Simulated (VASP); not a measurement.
The system is CrO2.

```xyz
3
Lattice="1.5058 0.8694 5.2756 -1.5058 0.8694 5.2756 0.0000 -1.7388 5.2756" Properties=species:S:1:pos:R:3 pbc="T T T"
Cr    0.0000    0.0000    0.0000
O     0.0000    0.0000    4.2266
O     0.0000    0.0000   11.6001
```

This cell differs from its parent crystal: atoms taken out.

| Item | Value |
| --- | --- |
| Program | VASP 6.6.1 |
| Task | relaxation of cell and atoms |
| Functional | PBE |
| Dispersion | D3(BJ) |
| Potentials or basis | VASP PAW PBE potentials, release 64 (Cr_pv, O) |
| Cutoff | 600 eV |
| k mesh | 6 × 6 × 6 |
| Occupations | gaussian, width 0.1 eV |
| Spin | collinear spin, ferrimagnetic start |
| Starting moments | [2.56, -0.4, -0.4] μB |
| Hubbard terms | Cr d U = 3.7 eV |

At the start: pressure -17.4 GPa; volume 13.81 Å³/atom.

**Question.** Where does the relaxation end?

**Answer.** Over 22 steps the energy falls by 122.3 meV/atom and the volume is 11.17 Å³/atom (-19.2 %); space group R-3m (No. 166, to 0.1 Å) before and after; moment 2.00 μB per cell.

Step by step:
```csv
step,energy change (eV),largest force (eV/Å),pressure (GPa),volume (Å³)
1,0.0000,1.8062,-17.44,41.44
2,0.2126,3.1605,35.30,33.06
3,-0.3322,0.0625,-0.92,37.35
4,-0.3326,0.0008,-0.23,37.24
5,-0.3326,0.0476,0.17,37.16
6,-0.3357,0.0943,0.08,37.09
7,-0.3388,0.2019,-0.34,36.91
8,-0.3418,0.1380,-0.86,36.76
9,-0.3477,0.0436,-2.38,36.30
10,-0.3467,0.3818,-5.14,35.36
11,-0.3495,0.1678,-3.38,35.93
12,-0.3503,0.1662,-3.42,35.86
13,-0.3528,0.1652,-3.14,35.64
14,-0.3571,0.1609,-2.74,35.19
15,-0.3635,0.1491,-1.85,34.31
16,-0.3630,0.1226,0.68,32.57
17,-0.3661,0.1218,-0.75,33.58
18,-0.3661,0.1205,-0.74,33.51
19,-0.3655,0.1171,0.05,33.04
20,-0.3662,0.1181,-0.60,33.44
21,-0.3666,0.0771,-0.25,33.47
22,-0.3668,0.0194,0.15,33.50
```

Final structure:
```
CELL_PARAMETERS angstrom
1.45541 0.84028 4.56558
-1.45541 0.84028 4.56558
0.00000 -1.68056 4.56558
ATOMIC_POSITIONS crystal
Cr 0.00000 0.00000 0.00000
O 0.26253 0.26253 0.26253
O 0.73747 0.73747 0.73747
```

Caveat: the cell differs from its parent crystal (atoms taken out); the volume moved by over 15 % at a fixed basis, so the end points are rough; a cell with one magnetic atom can't hold antiferromagnetic order, which such compounds often take.
